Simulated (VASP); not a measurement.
# AgCl (Fm-3m) in VASP: single point with PBE-based global hybrid with 75 % exact exchange

Aim: the single point of AgCl with PBE-based global hybrid with 75 % exact exchange.

All numbers are computed with VASP 6.6.1; they aren't measurements. Logs are shortened: lines on timing, memory, paths and dates and some standing lists are left out, and cuts for length are marked.

### 1 The cell of the first run

It takes space group Fm-3m (No. 225, cubic). The conventional cell has a = 5.546 Å, b = 5.546 Å, c = 5.546 Å, α = 90.00°, β = 90.00°, γ = 90.00°. Ag (site symmetry m-3m) has 6 Cl at 2.77 Å within 3.7 Å. Cl (site symmetry m-3m) has 6 Ag at 2.77 Å within 3.7 Å.

### 2 Single point, PBE-based global hybrid with 75 % exact exchange

POSCAR reads:

```
AgCl
1.0
    0.0000000000      2.7731838126      2.7731838126
    2.7731838126      0.0000000000      2.7731838126
    2.7731838126      2.7731838126      0.0000000000
Ag Cl
1 1
Direct
    0.0000000000      0.0000000000      0.0000000000
    0.5000000000      0.5000000000      0.5000000000
```

INCAR.step1 reads:

```
PREC     = Accurate       # precision mode
ENCUT    = 470            # plane-wave cutoff, eV
EDIFF    = 1E-5           # SCF threshold, eV
ISMEAR   = 0              # smearing method
SIGMA    = 0.01           # smearing width, eV
LREAL    = F              # projectors in reciprocal space
LASPH    = T              # aspherical terms in the spheres
NELM     = 120            # most SCF steps
ALGO     = Normal         # electronic algorithm
ISIF     = 2              # what is computed and relaxed
LWAVE    = T              # write WAVECAR
LCHARG   = F              # write CHGCAR
GGA      = PE             # functional
NBANDS   = 20             # bands
GGA_COMPAT= F
```

INCAR.step2 reads:

```
PREC     = Accurate       # precision mode
ENCUT    = 470            # plane-wave cutoff, eV
EDIFF    = 1E-6           # SCF threshold, eV
ISMEAR   = 0              # smearing method
SIGMA    = 0.01           # smearing width, eV
LREAL    = F              # projectors in reciprocal space
LASPH    = T              # aspherical terms in the spheres
NELM     = 120            # most SCF steps
ALGO     = Normal         # electronic algorithm
ISIF     = 2              # what is computed and relaxed
LWAVE    = F              # write WAVECAR
LCHARG   = F              # write CHGCAR
GGA      = PE             # functional
LHFCALC  = T              # exact exchange
AEXX     = 0.75           # exact-exchange fraction
PRECFOCK = Normal       
ISTART   = 1            
NBANDS   = 20             # bands
GGA_COMPAT= F
```

KPOINTS reads:

```
regular mesh
0
Gamma
  4 4 4
```

Potentials or basis: VASP PAW PBE potentials, release 64 (Ag_sv_GW, Cl).

Started as:

```bash
$ cat potpaw_PBE.64/Ag_sv_GW/POTCAR potpaw_PBE.64/Cl/POTCAR > POTCAR
$ cp INCAR.step1 INCAR
$ mpirun -np 1 vasp_std > vasp.out
$ cp INCAR.step2 INCAR
$ mpirun -np 1 vasp_std > vasp.out
```

OUTCAR:

```text
PREC = Accurate
   ENCUT = 470
   EDIFF = 1E-6
   ISMEAR = 0
   LREAL = F
   LASPH = T
   NELM = 120
   ISIF = 2
   GGA = PE
   LHFCALC = T
   AEXX = 0.75
   PRECFOCK = Normal
   ISTART = 1

 ion  position               nearest neighbor table
   1  0.000  0.000  0.000-
   2  0.500  0.500  0.500-

  LATTYP: Found a face centered cubic cell.
 ALAT       =     5.5463676252

  Lattice vectors:

 A1 = (   0.0000000000,   2.7731838126,   2.7731838126)
 A2 = (   2.7731838126,   0.0000000000,   2.7731838126)
 A3 = (   2.7731838126,   2.7731838126,   0.0000000000)

Analysis of symmetry for initial positions (statically):
=====================================================================
 Subroutine PRICEL returns:
 Original cell was already a primitive cell.

 Routine SETGRP: Setting up the symmetry group for a
 face centered cubic supercell.

 Subroutine GETGRP returns: Found 48 space group operations
 (whereof 48 operations were pure point group operations)
 out of a pool of 48 trial point group operations.

The static configuration has the point symmetry O_h .

Analysis of symmetry for dynamics (positions and initial velocities):
=====================================================================
 Subroutine PRICEL returns:
 Original cell was already a primitive cell.

 Routine SETGRP: Setting up the symmetry group for a
 face centered cubic supercell.

 Subroutine GETGRP returns: Found 48 space group operations
 (whereof 48 operations were pure point group operations)
 out of a pool of 48 trial point group operations.

The dynamic configuration has the point symmetry O_h .

 Subroutine INISYM returns: Found 48 space group operations
 (whereof 48 operations are pure point group operations),
 and found     1 'primitive' translations

----------------------------------------------------------------------------------------

                                     Primitive cell

  volume of cell :      42.6546

  direct lattice vectors                    reciprocal lattice vectors
     0.000000000  2.773183813  2.773183813    -0.180298182  0.180298182  0.180298182
     2.773183813  0.000000000  2.773183813     0.180298182 -0.180298182  0.180298182
     2.773183813  2.773183813  0.000000000     0.180298182  0.180298182 -0.180298182

  length of vectors
     3.921874159  3.921874159  3.921874159     0.312285612  0.312285612  0.312285612

  position of ions in fractional coordinates (direct lattice)
     0.000000000  0.000000000  0.000000000
     0.500000000  0.500000000  0.500000000

  ion indices of the primitive-cell ions
   primitive index   ion index
                 1           1
                 2           2

----------------------------------------------------------------------------------------

 KPOINTS: regular mesh

Automatic generation of k-mesh.
 Grid dimensions read from file:
 generate k-points for:    4    4    4

 Generating k-lattice:

  Cartesian coordinates                     Fractional coordinates (reciprocal lattice)
    -0.045074546  0.045074546  0.045074546     0.250000000  0.000000000  0.000000000
     0.045074546 -0.045074546  0.045074546     0.000000000  0.250000000  0.000000000
     0.045074546  0.045074546 -0.045074546     0.000000000  0.000000000  0.250000000

  Length of vectors
     0.078071403  0.078071403  0.078071403

  Shift w.r.t. Gamma in fractional coordinates (k-lattice)
     0.000000000  0.000000000  0.000000000

 Subroutine IBZKPT returns following result:
 ===========================================

 Found      8 irreducible k-points:

 Following reciprocal coordinates:
            Coordinates               Weight
  0.000000  0.000000  0.000000      1.000000
  0.250000  0.000000  0.000000      8.000000
  0.500000  0.000000  0.000000      4.000000
  0.250000  0.250000  0.000000      6.000000
  0.500000  0.250000  0.000000     24.000000
 -0.250000  0.250000  0.000000     12.000000
  0.500000  0.500000  0.000000      3.000000
 -0.250000  0.500000  0.250000      6.000000
   k-points           NKPTS =      8   k-points in BZ     NKDIM =     64   number of bands    NBANDS=     20
   number of dos      NEDOS =    301   number of ions     NIONS =      2
   total plane-waves  NPLWV =  21952
   dimension x,y,z NGX =    28 NGY =   28 NGZ =   28
   dimension x,y,z NGXF=    56 NGYF=   56 NGZF=   56
   ions per type =               1   1
   NGX,Y,Z   is equivalent  to a cutoff of  11.87, 11.87, 11.87 a.u.
   NGXF,Y,Z  is equivalent  to a cutoff of  23.74, 23.74, 23.74 a.u.
 SYSTEM =  unknown system
   PREC   = accura    normal or accurate (medium, high low for compatibility)
   ISTART =      1    job   : 0-new  1-cont  2-samecut
   ICHARG =      0    charge: 1-file 2-atom 10-const
   ISPIN  =      1    spin polarized calculation?
   LNONCOLLINEAR =      F non collinear calculations
   LSORBIT =      F    spin-orbit coupling
   LASPH  =      T    aspherical Exc in radial PAW
   ENCUT  =  470.0 eV  34.54 Ry    5.88 a.u.   6.93  6.93  6.93*2*pi/ulx,y,z
   NELM   =    120;   NELMIN=  2; NELMDL=  0     # of ELM steps
   EDIFF  = 0.1E-05   stopping-criterion for ELM
   LREAL  =      F    real-space projection
   EDIFFG = 0.1E-04   stopping-criterion for IOM
   NSW    =      0    number of steps for IOM
   IBRION =     -1    ionic relax: 0-MD 1-quasi-New 2-CG
   NFREE  =      0    steps in history (QN), initial steepest desc. (CG)
   ISIF   =      2    stress and relaxation
   ISYM   =      3    0-nonsym 1-usesym 2-fastsym
   POTIM  = 0.5000    time-step for ionic-motion
   TEBEG  =    0.0;   TEEND  =   0.0 temperature during run
   PSTRESS=    0.0 pullay stress
   NELECT =      26.0000    total number of electrons
   NUPDOWN=      -1.0000    fix difference up-down
   EMIN   =  10.00;   EMAX   =-10.00  energy-range for DOS
   EFERMI =   0.00;   METHOD = LEGACY
   ISMEAR =     0;   SIGMA  =   0.01  broadening in eV -4-tet -1-fermi 0-gaus
   EFERMI_NEDOS =   21; number of points for ismear=-14 and -15
   IALGO  =     38    algorithm
   IMIX   =      1    mixing-type and parameters
     AMIX     =   0.40;   BMIX     =  1.00
     AMIX_MAG =   1.60;   BMIX_MAG =  1.00
  volume/ion in A,a.u.               =      21.33       143.92
  Fermi-wavevector in a.u.,A,eV,Ry     =   1.388068  2.623067 26.214777  1.926732
  Thomas-Fermi vector in A             =   2.512229
   LORBIT       =      0    0 simple, 1 ext, 2 COOP (PROOUT), +10 PAW based schemes
   GGA     = PE    functional components
   LHFCALC =     T    Hartree Fock is set to
   PRECFOCK=normal    Normal, Fast or Accurate (Low or Medium for compatibility)
   ENCUT4O =  -1.0   cutoff for four orbital integrals eV
   NKREDX  =     1    reduce k-point grid by
   NKREDY  =     1    reduce k-point grid by
   NKREDZ  =     1    reduce k-point grid by
   AEXX    =    0.7500 exact exchange contribution
   HFSCREEN=    0.0000 screening length (either q_TF or 0.3 A-1)
   HFSCREENC=   0.0000 screening length for correlation (either q_TF or 0.3 A-1)
   ENCUTFOCK=  -1.0 apply spherical cutoff to Coloumb kernel
   IVDW    =     0    specifies the selected vdW correction
   LEPSILON=     F    determine dielectric tensor
   LRPA    =     F    only Hartree local field effects (RPA)
 non-spin polarized calculation
 Gauss-broadening in eV      SIGMA  =   0.01
  energy-cutoff  :      470.00
  volume of cell :       42.65
 maximum number of plane-waves:       992
  NGX = 24; NGY = 24; NGZ = 24

 number of electron      26.0000010 magnetization

 Free energy of the ion-electron system (eV)
  ---------------------------------------------------
  ext. energy  EPLUGINS =         0.00000000
  ---------------------------------------------------
  free energy    TOTEN  =        -1.66436415 eV

  energy without entropy =       -1.66436415  energy(sigma->0) =       -1.66436415

 E-fermi :  -0.8982     XC(G=0):  -3.6491

 val. band max:       -1.1142703857   @ k =   0.5000   0.0000   0.0000
 cond. band min:       6.8119326218   @ k =   0.0000   0.0000   0.0000
 fundamental gap:      7.9262030075
 Fermi energy:        -0.8981710154

 k-point     1 :       0.0000    0.0000    0.0000
  band No.  band energies     occupation
      1    -103.3082      2.00000
      2     -62.9924      2.00000
      3     -62.9924      2.00000
      4     -62.9924      2.00000
      5     -19.6251      2.00000
      6      -4.9882      2.00000
[... 12 lines left out ...]
     19      20.6634      0.00000
     20      20.6981      0.00000

 k-point     2 :       0.2500    0.0000    0.0000
  band No.  band energies     occupation
      1    -103.3081      2.00000
      2     -62.9948      2.00000
      3     -62.9927      2.00000
      4     -62.9927      2.00000
      5     -19.3669      2.00000
      6      -5.9056      2.00000
[... 12 lines left out ...]
     19      18.8078      0.00000
     20      19.1379      0.00000

 k-point     3 :       0.5000    0.0000    0.0000
  band No.  band energies     occupation
      1    -103.3080      2.00000
      2     -62.9980      2.00000
      3     -62.9932      2.00000
      4     -62.9932      2.00000
      5     -19.0863      2.00000
      6      -6.8774      2.00000
[... 12 lines left out ...]
     19      20.5974      0.00000
     20      20.5974      0.00000

 k-point     4 :       0.2500    0.2500    0.0000
  band No.  band energies     occupation
      1    -103.3082      2.00000
      2     -62.9952      2.00000
      3     -62.9937      2.00000
      4     -62.9937      2.00000
      5     -19.3191      2.00000
      6      -6.4332      2.00000
[... 12 lines left out ...]
     19      21.2621      0.00000
     20      23.2933      0.00000

 k-point     5 :       0.5000    0.2500    0.0000
  band No.  band energies     occupation
      1    -103.3081      2.00000
      2     -62.9968      2.00000
      3     -62.9945      2.00000
      4     -62.9941      2.00000
      5     -19.0840      2.00000
      6      -6.2750      2.00000
[... 12 lines left out ...]
     19      21.2500      0.00000
     20      22.3159      0.00000

 k-point     6 :      -0.2500    0.2500    0.0000
  band No.  band energies     occupation
      1    -103.3081      2.00000
      2     -62.9967      2.00000
      3     -62.9948      2.00000
      4     -62.9930      2.00000
      5     -19.1339      2.00000
      6      -6.5656      2.00000
[... 12 lines left out ...]
     19      21.1311      0.00000
     20      22.8790      0.00000

 k-point     7 :       0.5000    0.5000    0.0000
  band No.  band energies     occupation
      1    -103.3080      2.00000
      2     -62.9960      2.00000
      3     -62.9945      2.00000
      4     -62.9945      2.00000
      5     -19.0797      2.00000
      6      -5.5950      2.00000
[... 12 lines left out ...]
     19      22.2552      0.00000
     20      22.2558      0.00000

 k-point     8 :      -0.2500    0.5000    0.2500
  band No.  band energies     occupation
      1    -103.3081      2.00000
      2     -62.9958      2.00000
      3     -62.9958      2.00000
      4     -62.9950      2.00000
      5     -19.0348      2.00000
      6      -6.2346      2.00000
[... 12 lines left out ...]
     19      20.3911      0.00000
     20      22.2012      0.00000

------------------------ aborting loop because EDIFF is reached ----------------------------------------

  FORCE on cell =-STRESS in cart. coord.  units (eV):
  Direction    XX          YY          ZZ          XY          YZ          ZX
  --------------------------------------------------------------------------------------
  -------------------------------------------------------------------------------------
  Total       -0.4362969     -0.4362969     -0.4362969      0.0000000     -0.0000000     -0.0000000
  in kB      -16.3880287    -16.3880287    -16.3880287      0.0000000     -0.0000000     -0.0000000
  external PRESSURE =     -16.3880287 kB  Pullay stress =       0.0000000 kB

 VOLUME and BASIS-vectors are now :
 -----------------------------------------------------------------------------
  energy-cutoff  :      470.00
  volume of cell :       42.65
      direct lattice vectors                 reciprocal lattice vectors
     0.000000000  2.773183813  2.773183813    -0.180298182  0.180298182  0.180298182
     2.773183813  0.000000000  2.773183813     0.180298182 -0.180298182  0.180298182
     2.773183813  2.773183813  0.000000000     0.180298182  0.180298182 -0.180298182

 POSITION                                       TOTAL-FORCE (eV/Angst)
 -----------------------------------------------------------------------------------
      0.00000      0.00000      0.00000         0.000000      0.000000      0.000000
      2.77318      2.77318      2.77318        -0.000000     -0.000000      0.000000
 -----------------------------------------------------------------------------------
    total drift:                                0.000014     -0.000005     -0.000003

  FREE ENERGIE OF THE ION-ELECTRON SYSTEM (eV)
  ---------------------------------------------------
  free  energy   TOTEN  =        -1.6643641487 eV

  energy  without entropy=       -1.6643641487  energy(sigma->0) =       -1.66436415
```

It took 13 min on 1 thread of Intel Xeon Platinum 8259CL at 2.50GHz (Skylake/Cascade Lake), shared host; peak memory 0.18 GiB.

What came out:

* Free energy: -1.6644 eV
* Pressure: -1.6 GPa
* Band gap on the k mesh: 7.93 eV (least direct gap 9.98 eV)

Caveat: the k points lie up to 0.49 Å⁻¹ apart; the PAW data sets were made with another functional, which shifts forces and pressure a little.
